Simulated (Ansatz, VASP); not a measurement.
GaN: VASP beside Ansatz

```xyz
4
Lattice="3.1925 0.0000 0.0000 -1.5962 2.7647 0.0000 0.0000 0.0000 5.2021" Properties=species:S:1:pos:R:3 pbc="T T T"
Ga    0.0000    1.8432   -0.0041
Ga    1.5962    0.9216    2.5969
N     0.0000    1.8432    1.9549
N     1.5962    0.9216    4.5560
```

Alike in both runs: functional revPBE; dispersion D3(BJ); k mesh 6 × 6 × 4; no spin polarisation.

Ansatz relaxed the structure, and its values are those at the end. VASP's run is a single point on that final structure, the one shown.

|  | VASP | Ansatz |
| --- | --- | --- |
| version | VASP 6.6.1 | Ansatz 0.2.0 |
| potentials or method | VASP PAW PBE potentials, release 64 (Ga_d, N), cutoff 520 eV | plane waves, PAW |
| occupations | gaussian, width 0.01 eV | fixed |
| valence electrons in the cell | 36 | 36 |

|  | VASP | Ansatz | Ansatz less VASP |
| --- | --- | --- | --- |
| pressure (GPa) | -0.2 | 0.0 | +0.17 |

VASP's potentials were made for PBE, not for revPBE.
